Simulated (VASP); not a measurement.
Write the native input for VASP 6.6.1 that does the following.

* Task: relaxation of cell and atoms
* Functional: r2SCAN
* Potentials or basis: VASP PAW PBE potentials, release 64 (Pt)
* Cutoff: 600 eV
* k mesh: 8 × 8 × 8
* Occupations: fermi-dirac, width 0.05 eV
* Spin: no spin polarisation
* Target pressure: 20 GPa
* Dipole correction: no
* Further INCAR settings: ALGO = Normal; EDIFF = 1e-06; IBRION = 2; EDIFFG = -0.02; NSW = 80; ISIF = 3

The system is Pt.

```
Pt
1.0
     2.55000    0.00000    0.00000
     0.00000    2.55000    0.00000
     0.00000    0.00000    2.55000
Pt
1
Cartesian
  0.0000 0.0000 0.0000
```

One way to write it, as run:

POSCAR

```
Pt
1.0
    2.5500000000      0.0000000000      0.0000000000
    0.0000000000      2.5500000000      0.0000000000
    0.0000000000      0.0000000000      2.5500000000
Pt
1
Direct
    0.0000000000      0.0000000000      0.0000000000
```

INCAR.step1

```
ALGO = Normal
EDIFF = 1E-4
ENCUT = 600
GGA = PE
ISMEAR = -1
LASPH = True
LCHARG = False
LREAL = False
LWAVE = True
NELM = 80
PREC = Accurate
SIGMA = 0.05
```

INCAR.step2

```
ALGO = Normal
EDIFF = 1E-6
EDIFFG = -0.02
ENCUT = 600
IBRION = 2
ISIF = 3
ISMEAR = -1
ISTART = 1
LASPH = True
LCHARG = False
LMIXTAU = True
LREAL = False
LWAVE = False
METAGGA = R2SCAN
NELM = 80
NSW = 80
PREC = Accurate
PSTRESS = 200.0
SIGMA = 0.05
```

KPOINTS

```
k-points
0
Gamma
  8 8 8
```

Potentials or basis: VASP PAW PBE potentials, release 64 (Pt).

Command:

```sh
$ cat potpaw_PBE.64/Pt/POTCAR > POTCAR
$ cp INCAR.step1 INCAR
$ mpirun -np 1 vasp_std > vasp.out
$ cp INCAR.step2 INCAR
$ mpirun -np 1 vasp_std > vasp.out
```

Results of the run:

```yaml
Relaxed_volume: 16.39 Å³/atom
Relaxed_cell: a = 2.540 Å, b = 2.540 Å, c = 2.540 Å, α = 90.00°, β = 90.00°, γ = 90.00°
Space_group_after_relaxing_to_0.05_Å: Pm-3m (No. 221)
Energy_change_on_relaxing_the_enthalpy_is_what_falls: +21.3 meV/atom
Ionic_steps: 3
Pressure_after_relaxing: 20.0 GPa
Band_gap_on_the_k_mesh: zero (band 5 reaches 12.14 eV, above the bottom of band 6 at 8.41 eV)
```

Caveat: the cell is relaxed towards a set pressure, so the enthalpy falls and the energy may rise; the PAW data sets were made with another functional, which shifts forces and pressure a little; spin-orbit coupling is left out, which moves the levels of the heavy elements.

Run time: 22 s on 1 thread of Intel(R) Xeon(R) 6975P-C (Granite Rapids), with other jobs on the host, peak memory 0.14 GiB.
